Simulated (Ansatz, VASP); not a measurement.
**Two plane-wave programs on As5S**

```xyz
6
Lattice="5.2582 0.0000 0.0000 -2.6291 4.5537 0.0000 0.0000 0.0000 5.1389" Properties=species:S:1:pos:R:3 pbc="T T T"
As    0.0000    3.0358    0.0000
As    2.6291    1.5179    0.0000
As    2.6291    0.0000    2.5694
As    1.3145    2.2769    2.5694
As   -1.3145    2.2769    2.5694
S     0.0000    0.0000    0.0000
```

Change from the starting cell: species swapped into the DyFe5 type (P6/mmm, No. 191).

Alike in both runs: functional PBE; k mesh 6 × 6 × 4; occupations gaussian, width 0.1 eV; no spin polarisation.

Ansatz relaxed the structure, and its values are those at the end. VASP's run is a single point on that final structure, the one shown.

|  | VASP | Ansatz |
| --- | --- | --- |
| version | VASP 6.6.1 | Ansatz 0.2.0 |
| potentials or method | VASP PAW PBE potentials, release 64 (As, S), cutoff 520 eV | scalar-relativistic, plane waves, PAW |
| valence electrons in the cell | 31 | 81 |

```tsv
	VASP	Ansatz	Ansatz less VASP
gap on the k mesh at the Fermi level (eV)	none	none	-
pressure (GPa)	-0.1	-0.2	-0.09
```

A gap of «none» marks a metal or a gap that the smearing closes. The functional is the same, so the differences come from potentials, cutoffs and numerics. VASP's potentials hold 31 valence electrons a cell and Ansatz's 81, so a difference there can come from the potentials and not from the codes.
